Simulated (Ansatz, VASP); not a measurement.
## SiC in VASP and in Ansatz

Contents of INCAR:

```
SYSTEM = SiC
ALGO = Normal ; EDIFF = 1E-6
ENCUT = 520 ; GGA = PS
ISIF = 2 ; ISMEAR = 0
LASPH = .TRUE. ; LCHARG = .FALSE.
LREAL = .FALSE. ; LWAVE = .FALSE.
NBANDS = 11 ; NELM = 100
PREC = Accurate ; SIGMA = 0.05
```

KPOINTS

```
k-points
0
G
  12 12 12
  0 0 0
```

File POSCAR:

```
SiC
1.0
    0.0000000000      2.2225304981      2.2225304981
    2.2225304981      0.0000000000      2.2225304981
    2.1359999774      2.1359999774      0.0865305207
Si C
1 1
Direct
    0.0000000000      0.0000000000      0.0000000000
    0.7500000000      0.7500000000      0.7500000000
```

Input for Ansatz:

```yaml
crystal:
  lattice:
    - [0.0, 2.2225304981, 2.2225304981]
    - [2.2225304981, 0.0, 2.2225304981]
    - [2.1359999774, 2.1359999774, 0.0865305207]
  atoms:
    - { symbol: Si, position: [0.0, 0.0, 0.0] }
    - { symbol: C, position: [0.75, 0.75, 0.75] }
basis:
  ecutwfc: 520.0
kpoints:
  mp_grid: { grid: [12, 12, 12] }
hamiltonian:
  xc: pbesol
  pseudopotentials: { kind: paw, azcp: { folder: soft_1 } }
scf:
  occupations: { method: gaussian, width: 0.05 }
output:
  forces: true
  stress: true
  eigenvalues: true
```

Alike in both runs: task single point; functional PBEsol; k mesh 12 × 12 × 12; occupations gaussian, width 0.05 eV; no spin polarisation.

|  | VASP | Ansatz |
| --- | --- | --- |
| version | VASP 6.6.1 | Ansatz 0.2.0 |
| potentials or method | VASP PAW PBE potentials, release 64 (Si, C), cutoff 520 eV | scalar-relativistic, plane waves, PAW |
| valence electrons in the cell | 8 | 8 |

```tsv
	VASP	Ansatz	Ansatz less VASP
gap on the k mesh at the Fermi level (eV)	0.98	1.00	+0.015
least direct gap on the mesh (eV)	4.03	4.05	+0.016
pressure (GPa)	1.5	1.2	-0.35
traceless stress, the component that is largest in VASP (GPa)	11.54	11.46	-0.080
rms of the force components (eV/Å)	0.460	0.455	-0.0047
```

VASP's potentials were made for PBE, not for PBEsol, and Ansatz warns of the same on its side. Atom by atom the forces differ by 0.005 eV/Å (rms over components).
